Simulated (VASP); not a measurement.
PbO:

```
Pb O
1.0
     0.00000    2.79878    2.79878
     2.79878    0.00000    2.79878
     2.79878    2.79878    0.00000
Pb O
1 1
Direct
  0.00000 0.00000 0.00000
  0.25000 0.25000 0.25000
```

Base run:

- Program: VASP 6.6.1
- Functional: HSE06
- Potentials or basis: VASP PAW PBE potentials, release 64 (Pb_d, O)
- Cutoff: 520 eV
- k mesh: 6 × 6 × 6
- Occupations: gaussian, width 0.01 eV
- Spin: no spin polarisation

Its results: band gap on the k mesh 1.09 eV (least direct gap 1.24 eV); pressure 0.4 GPa.

Question: The run is repeated on the same cell with these changes: functional from HSE06 to PBE0. What comes out?

Answer: Band gap on the k mesh 1.75 eV (least direct gap 1.91 eV); pressure 0.3 GPa.

Caveats: the structure was generated, so it needn't be the stable form of PbO; the PAW data sets were made with another functional, which shifts forces and pressure a little; spin-orbit coupling is left out, which moves the levels of the heavy elements.

A k mesh can miss the band edges.
